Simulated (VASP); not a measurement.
# Tl (Pm-3m) in VASP: further runs

Tl is run at these levels: PBE; tasks: single point, relaxation of cell and atoms.

Program: VASP 6.6.1. These are calculated values, not measurements. Logs are shortened: lines on timing, memory, paths and dates and some standing lists are left out, and cuts for length are marked.

### 1 The cell of the first run

It takes space group Pm-3m (No. 221, cubic). Conventional cell: a = 3.251 Å, b = 3.251 Å, c = 3.251 Å, α = 90.00°, β = 90.00°, γ = 90.00°. Within 4.3 Å of Tl (site symmetry m-3m) lie 6 Tl at 3.25 Å.

### 2 Single point, PBE

INCAR reads:

```
PREC     = Accurate       # precision mode
ENCUT    = 520            # plane-wave cutoff, eV
EDIFF    = 1E-6           # SCF threshold, eV
ISMEAR   = 0              # smearing method
SIGMA    = 0.1            # smearing width, eV
LREAL    = F              # projectors in reciprocal space
LASPH    = T              # aspherical terms in the spheres
NELM     = 60             # most SCF steps
ALGO     = Normal         # electronic algorithm
ISIF     = 2              # what is computed and relaxed
LWAVE    = F              # write WAVECAR
LCHARG   = F              # write CHGCAR
GGA      = PE             # functional
NBANDS   = 12             # bands
```

KPOINTS reads:

```
regular mesh
0
Gamma
  18 18 18
```

POSCAR reads:

```
Tl
1.0
    3.2509680091      0.0000000000      0.0000000000
    0.0000000000      3.2509680091      0.0000000000
    0.0000000000      0.0000000000      3.2509680091
Tl
1
Direct
    0.0000000000      0.0000000000      0.0000000000
```

Potentials or basis: VASP PAW PBE potentials, release 64 (Tl_d).

Started as:

```
$ cat potpaw_PBE.64/Tl_d/POTCAR > POTCAR
$ mpirun -np 1 vasp_std > vasp.out
```

OUTCAR:

```text
PREC = Accurate
   ENCUT = 520
   EDIFF = 1E-6
   ISMEAR = 0
   LREAL = F
   LASPH = T
   NELM = 60
   ISIF = 2
   GGA = PE

 ion  position               nearest neighbor table
   1  0.000  0.000  0.000-

  LATTYP: Found a simple cubic cell.
 ALAT       =     3.2509680091

  Lattice vectors:

 A1 = (   3.2509680091,   0.0000000000,   0.0000000000)
 A2 = (   0.0000000000,   3.2509680091,   0.0000000000)
 A3 = (   0.0000000000,   0.0000000000,   3.2509680091)

Analysis of symmetry for initial positions (statically):
=====================================================================
 Subroutine PRICEL returns:
 Original cell was already a primitive cell.

 Routine SETGRP: Setting up the symmetry group for a
 simple cubic supercell.

 Subroutine GETGRP returns: Found 48 space group operations
 (whereof 48 operations were pure point group operations)
 out of a pool of 48 trial point group operations.

The static configuration has the point symmetry O_h .

Analysis of symmetry for dynamics (positions and initial velocities):
=====================================================================
 Subroutine PRICEL returns:
 Original cell was already a primitive cell.

 Routine SETGRP: Setting up the symmetry group for a
 simple cubic supercell.

 Subroutine GETGRP returns: Found 48 space group operations
 (whereof 48 operations were pure point group operations)
 out of a pool of 48 trial point group operations.

The dynamic configuration has the point symmetry O_h .

 Subroutine INISYM returns: Found 48 space group operations
 (whereof 48 operations are pure point group operations),
 and found     1 'primitive' translations

----------------------------------------------------------------------------------------

                                     Primitive cell

  volume of cell :      34.3588

  direct lattice vectors                    reciprocal lattice vectors
     3.250968009  0.000000000  0.000000000     0.307600689  0.000000000  0.000000000
     0.000000000  3.250968009  0.000000000     0.000000000  0.307600689  0.000000000
     0.000000000  0.000000000  3.250968009     0.000000000  0.000000000  0.307600689

  length of vectors
     3.250968009  3.250968009  3.250968009     0.307600689  0.307600689  0.307600689

  position of ions in fractional coordinates (direct lattice)
     0.000000000  0.000000000  0.000000000

  ion indices of the primitive-cell ions
   primitive index   ion index
                 1           1

----------------------------------------------------------------------------------------

 KPOINTS: regular mesh

Automatic generation of k-mesh.
 Grid dimensions read from file:
 generate k-points for:   18   18   18

 Generating k-lattice:

  Cartesian coordinates                     Fractional coordinates (reciprocal lattice)
     0.017088927  0.000000000  0.000000000     0.055555556  0.000000000  0.000000000
     0.000000000  0.017088927  0.000000000     0.000000000  0.055555556  0.000000000
     0.000000000  0.000000000  0.017088927     0.000000000  0.000000000  0.055555556

  Length of vectors
     0.017088927  0.017088927  0.017088927

  Shift w.r.t. Gamma in fractional coordinates (k-lattice)
     0.000000000  0.000000000  0.000000000

 Subroutine IBZKPT returns following result:
 ===========================================

 Found    220 irreducible k-points:

 Following reciprocal coordinates:
            Coordinates               Weight
  0.000000  0.000000  0.000000      1.000000
  0.055556  0.000000  0.000000      6.000000
  0.111111  0.000000  0.000000      6.000000
  0.166667  0.000000  0.000000      6.000000
  0.222222  0.000000  0.000000      6.000000
  0.277778  0.000000  0.000000      6.000000
[... 16 lines left out ...]
  0.277778  0.111111  0.000000     24.000000
  0.333333  0.111111  0.000000     24.000000
 [... further k-points ...]
   k-points           NKPTS =    220   k-points in BZ     NKDIM =    220   number of bands    NBANDS=     12
   number of dos      NEDOS =    301   number of ions     NIONS =      1
   total plane-waves  NPLWV =  13824
   dimension x,y,z NGX =    24 NGY =   24 NGZ =   24
   dimension x,y,z NGXF=    48 NGYF=   48 NGZF=   48
   ions per type =               1
   NGX,Y,Z   is equivalent  to a cutoff of  12.27, 12.27, 12.27 a.u.
   NGXF,Y,Z  is equivalent  to a cutoff of  24.55, 24.55, 24.55 a.u.
 SYSTEM =  unknown system
   PREC   = accura    normal or accurate (medium, high low for compatibility)
   ISTART =      0    job   : 0-new  1-cont  2-samecut
   ICHARG =      2    charge: 1-file 2-atom 10-const
   ISPIN  =      1    spin polarized calculation?
   LNONCOLLINEAR =      F non collinear calculations
   LSORBIT =      F    spin-orbit coupling
   LASPH  =      T    aspherical Exc in radial PAW
   ENCUT  =  520.0 eV  38.22 Ry    6.18 a.u.   6.04  6.04  6.04*2*pi/ulx,y,z
   NELM   =     60;   NELMIN=  2; NELMDL= -5     # of ELM steps
   EDIFF  = 0.1E-05   stopping-criterion for ELM
   LREAL  =      F    real-space projection
   EDIFFG = 0.1E-04   stopping-criterion for IOM
   NSW    =      0    number of steps for IOM
   IBRION =     -1    ionic relax: 0-MD 1-quasi-New 2-CG
   NFREE  =      0    steps in history (QN), initial steepest desc. (CG)
   ISIF   =      2    stress and relaxation
   ISYM   =      2    0-nonsym 1-usesym 2-fastsym
   POTIM  = 0.5000    time-step for ionic-motion
   TEBEG  =    0.0;   TEEND  =   0.0 temperature during run
   PSTRESS=    0.0 pullay stress
   NELECT =      13.0000    total number of electrons
   NUPDOWN=      -1.0000    fix difference up-down
   EMIN   =  10.00;   EMAX   =-10.00  energy-range for DOS
   EFERMI =   0.00;   METHOD = LEGACY
   ISMEAR =     0;   SIGMA  =   0.10  broadening in eV -4-tet -1-fermi 0-gaus
   EFERMI_NEDOS =   21; number of points for ismear=-14 and -15
   IALGO  =     38    algorithm
   IMIX   =      4    mixing-type and parameters
     AMIX     =   0.40;   BMIX     =  1.00
     AMIX_MAG =   1.60;   BMIX_MAG =  1.00
  volume/ion in A,a.u.               =      34.36       231.86
  Fermi-wavevector in a.u.,A,eV,Ry     =   1.184068  2.237564 19.075595  1.402017
  Thomas-Fermi vector in A             =   2.320290
   LORBIT       =      0    0 simple, 1 ext, 2 COOP (PROOUT), +10 PAW based schemes
   GGA     = PE    functional components
   LHFCALC =     F    Hartree Fock is set to
   AEXX    =    0.0000 exact exchange contribution
   IVDW    =     0    specifies the selected vdW correction
   LEPSILON=     F    determine dielectric tensor
   LRPA    =     F    only Hartree local field effects (RPA)
 non-spin polarized calculation
 Gauss-broadening in eV      SIGMA  =   0.10
  energy-cutoff  :      520.00
  volume of cell :       34.36
 maximum number of plane-waves:       952
   NGX = 13   NGY = 13   NGZ = 13

 number of electron      12.9999998 magnetization

 Free energy of the ion-electron system (eV)
  ---------------------------------------------------
  ext. energy  EPLUGINS =         0.00000000
  ---------------------------------------------------
  free energy    TOTEN  =        -2.09300947 eV

  energy without entropy =       -2.09003932  energy(sigma->0) =       -2.09152440

 E-fermi :   4.9070     XC(G=0):  -9.2198

 val. band max:        4.8894895345   @ k =   0.3333   0.1667   0.1111
 cond. band min:       4.9408486766   @ k =   0.5000   0.5000   0.1667
 fundamental gap:      0.0513591421
 Fermi energy:         4.9070377510

 k-point     1 :       0.0000    0.0000    0.0000
  band No.  band energies     occupation
      1      -7.2110      2.00000
      2      -7.2110      2.00000
      3      -6.3440      2.00000
      4      -6.3440      2.00000
      5      -6.3440      2.00000
      6      -4.3846      2.00000
      7      11.3460      0.00000
      8      11.3460      0.00000
      9      11.3460      0.00000
     10      13.9776      0.00000
     11      15.6970      0.00000
     12      15.6970      0.00000

 k-point     2 :       0.0556    0.0000    0.0000
  band No.  band energies     occupation
      1      -7.2093      2.00000
      2      -7.1932      2.00000
      3      -6.3517      2.00000
      4      -6.3517      2.00000
      5      -6.3434      2.00000
      6      -4.3392      2.00000
      7      10.7025      0.00000
      8      11.4017      0.00000
      9      11.4017      0.00000
     10      14.2695      0.00000
     11      15.7117      0.00000
     12      16.1359      0.00000

 k-point     3 :       0.1111    0.0000    0.0000
  band No.  band energies     occupation
      1      -7.2043      2.00000
      2      -7.1429      2.00000
      3      -6.3736      2.00000
      4      -6.3736      2.00000
      5      -6.3415      2.00000
      6      -4.2019      2.00000
      7       9.4497      0.00000
      8      11.5659      0.00000
      9      11.5659      0.00000
     10      14.5754      0.00000
     11      15.7556      0.00000
     12      17.3445      0.00000

 k-point     4 :       0.1667    0.0000    0.0000
  band No.  band energies     occupation
      1      -7.1968      2.00000
      2      -7.0684      2.00000
      3      -6.4070      2.00000
      4      -6.4070      2.00000
      5      -6.3387      2.00000
      6      -3.9694      2.00000
      7       8.0850      0.00000
      8      11.8306      0.00000
      9      11.8306      0.00000
     10      14.7899      0.00000
     11      15.8282      0.00000
     12      18.9304      0.00000

 k-point     5 :       0.2222    0.0000    0.0000
  band No.  band energies     occupation
      1      -7.1874      2.00000
      2      -6.9812      2.00000
      3      -6.4475      2.00000
      4      -6.4475      2.00000
      5      -6.3352      2.00000
      6      -3.6397      2.00000
      7       6.7356      0.00000
      8      12.1817      0.00000
      9      12.1817      0.00000
     10      15.0091      0.00000
     11      15.9285      0.00000
     12      20.6662      0.00000
[... 228 lines left out ...]
      1      -7.1528      2.00000
      2      -7.0316      2.00000
      3      -6.4423      2.00000
      4      -6.4043      2.00000
      5      -6.3678      2.00000
      6      -3.7902      2.00000
      7       8.2764      0.00000
      8       9.9160      0.00000
      9      12.0536      0.00000
     10      15.3751      0.00000
     11      17.3724      0.00000
     12      18.9341      0.00000

 k-point    22 :       0.2222    0.1111    0.0000
  band No.  band energies     occupation
      1      -7.1409      2.00000
      2      -6.9428      2.00000
      3      -6.4861      2.00000
      4      -6.4445      2.00000
      5      -6.3641      2.00000
      6      -3.4640      2.00000
      7       6.9302      0.00000
      8      10.2360      0.00000
      9      12.4074      0.00000
     10      15.5625      0.00000
     11      17.3159      0.00000
     12      19.5943      0.00000

 k-point    23 :       0.2778    0.1111    0.0000
  band No.  band energies     occupation
      1      -7.1298      2.00000
      2      -6.8515      2.00000
      3      -6.5319      2.00000
      4      -6.4869      2.00000
      5      -6.3602      2.00000
      6      -3.0451      2.00000
      7       5.6443      0.00000
      8      10.6321      0.00000
      9      12.8266      0.00000
     10      15.7791      0.00000
     11      16.9784      0.00000
     12      19.3222      0.00000

 k-point    24 :       0.3333    0.1111    0.0000
  band No.  band energies     occupation
      1      -7.1199      2.00000
      2      -6.7696      2.00000
      3      -6.5743      2.00000
      4      -6.5263      2.00000
      5      -6.3564      2.00000
      6      -2.5489      2.00000
      7       4.4597      2.00000
      8      11.0807      0.00000
      9      13.2776      0.00000
     10      16.0150      0.00000
     11      16.3790      0.00000
     12      19.3448      0.00000

 [... further k-points ...]
[... 5 lines left out ...]
  --------------------------------------------------------------------------------------
  -------------------------------------------------------------------------------------
  Total       -0.0138433     -0.0138433     -0.0138433      0.0000000      0.0000000      0.0000000
  in kB       -0.6455259     -0.6455259     -0.6455259      0.0000000      0.0000000      0.0000000
  external PRESSURE =      -0.6455259 kB  Pullay stress =       0.0000000 kB

 VOLUME and BASIS-vectors are now :
 -----------------------------------------------------------------------------
  energy-cutoff  :      520.00
  volume of cell :       34.36
      direct lattice vectors                 reciprocal lattice vectors
     3.250968009  0.000000000  0.000000000     0.307600689  0.000000000  0.000000000
     0.000000000  3.250968009  0.000000000     0.000000000  0.307600689  0.000000000
     0.000000000  0.000000000  3.250968009     0.000000000  0.000000000  0.307600689

 POSITION                                       TOTAL-FORCE (eV/Angst)
 -----------------------------------------------------------------------------------
      0.00000      0.00000      0.00000         0.000000      0.000000      0.000000
 -----------------------------------------------------------------------------------
    total drift:                                0.000000     -0.000000      0.000000

  FREE ENERGIE OF THE ION-ELECTRON SYSTEM (eV)
  ---------------------------------------------------
  free  energy   TOTEN  =        -2.0930094670 eV

  energy  without entropy=       -2.0900393234  energy(sigma->0) =       -2.09152440
```

Run time: 29 s. Hardware: 1 thread of Intel Xeon Platinum 8488C (Sapphire Rapids), shared host; peak memory 0.2 GiB.

Results:

| Item | Value |
| --- | --- |
| Free energy | -2.0930 eV |
| Pressure | -0.1 GPa |

Caveat: spin-orbit coupling is left out, which moves the levels of the heavy elements.

### 3 Relaxation of cell and atoms, PBE

INCAR reads:

```
PREC     = Accurate       # precision mode
ENCUT    = 600            # plane-wave cutoff, eV
EDIFF    = 1E-6           # SCF threshold, eV
ISMEAR   = 0              # smearing method
SIGMA    = 0.1            # smearing width, eV
LREAL    = F              # projectors in reciprocal space
LASPH    = T              # aspherical terms in the spheres
NELM     = 60             # most SCF steps
ALGO     = Normal         # electronic algorithm
ISIF     = 3              # what is computed and relaxed
LWAVE    = F              # write WAVECAR
LCHARG   = F              # write CHGCAR
GGA      = PE             # functional
IBRION   = 2              # ionic algorithm
NSW      = 100            # ionic steps
EDIFFG   = -0.01          # ionic threshold
```

KPOINTS is that of step 2.

POSCAR is that of step 2.

Potentials or basis: VASP PAW PBE potentials, release 64 (Tl_d).

Started as:

```
$ cat potpaw_PBE.64/Tl_d/POTCAR > POTCAR
$ mpirun -np 1 vasp_std > vasp.out
```

It took 56 s on 1 thread of Intel Xeon Platinum 8488C (Sapphire Rapids), shared host; peak memory 0.23 GiB.

Results (log left out):

- Free energy: -2.0930 eV
- Pressure after relaxing: 0.0 GPa

Final structure:
```
CELL_PARAMETERS angstrom
3.25097 0.00000 0.00000
0.00000 3.25097 0.00000
0.00000 0.00000 3.25097
ATOMIC_POSITIONS crystal
Tl 0.00000 0.00000 0.00000
```

Levels at points of the mesh, in eV from the Fermi level:
```
           k point  band 4  band 5  band 6  band 7  band 8  band 9
(0.00, 0.00, 0.00)  -11.25  -11.25   -9.29    6.44    6.44    6.44
(0.50, 0.00, 0.00)  -11.50  -11.23   -6.40   -2.75    9.00    9.00
(0.50, 0.50, 0.00)  -11.46  -10.99   -3.82   -0.41   -0.41    4.51
(0.50, 0.50, 0.50)  -10.97  -10.97   -1.18    1.86    1.86    1.86
```

Caveat: the relaxation stopped at its first step, so nothing moved; spin-orbit coupling is left out, which moves the levels of the heavy elements.
